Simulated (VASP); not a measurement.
Here is a VASP 6.6.1 calculation.

POSCAR

```
Sn
1.0
    0.0000000000      3.2844880277      3.2844880277
    3.2844880277      0.0000000000      3.2844880277
    3.2844880277      3.2844880277      0.0000000000
Sn
2
Direct
    0.0000000000      0.0000000000      0.0000000000
    0.2500000000      0.2500000000      0.2500000000
```

INCAR.step1

```
SYSTEM = Sn
  PREC = Accurate
  ENCUT = 520
  EDIFF = 1E-5
  ISMEAR = -1
  SIGMA = 0.02
  LREAL = .False.
  LASPH = .True.
  NELM = 60
  ALGO = Normal
  ISIF = 2
  LWAVE = .True.
  LCHARG = .False.
  GGA = PE
  NBANDS = 21
```

File INCAR.step2:

```
SYSTEM = Sn
  PREC = Accurate
  ENCUT = 520
  EDIFF = 1E-7
  ISMEAR = -1
  SIGMA = 0.02
  LREAL = .False.
  LASPH = .True.
  NELM = 60
  ALGO = Normal
  ISIF = 2
  LWAVE = .False.
  LCHARG = .False.
  GGA = PE
  LHFCALC = .True.
  HFSCREEN = 0.2079
  PRECFOCK = Normal
  ISTART = 1
  NBANDS = 21
```

The input KPOINTS:

```
regular mesh
0
Gamma
  4 4 4
  0 0 0
```

Potentials or basis: VASP PAW PBE potentials, release 64 (Sn_d).

Command:

```sh
$ cat potpaw_PBE.64/Sn_d/POTCAR > POTCAR
$ cp INCAR.step1 INCAR
$ mpirun -np 1 vasp_std > vasp.out
$ cp INCAR.step2 INCAR
$ mpirun -np 1 vasp_std > vasp.out
```

(1) Estimate the band gap on the k mesh.

(2) What does it give for the pressure?

Answers

(1) zero (filled and empty bands touch).

(2) 0.2 GPa.

Caveat: the k points lie up to 0.41 Å⁻¹ apart; the PAW data sets were made with another functional, which shifts forces and pressure a little; spin-orbit coupling is left out, which moves the levels of the heavy elements.
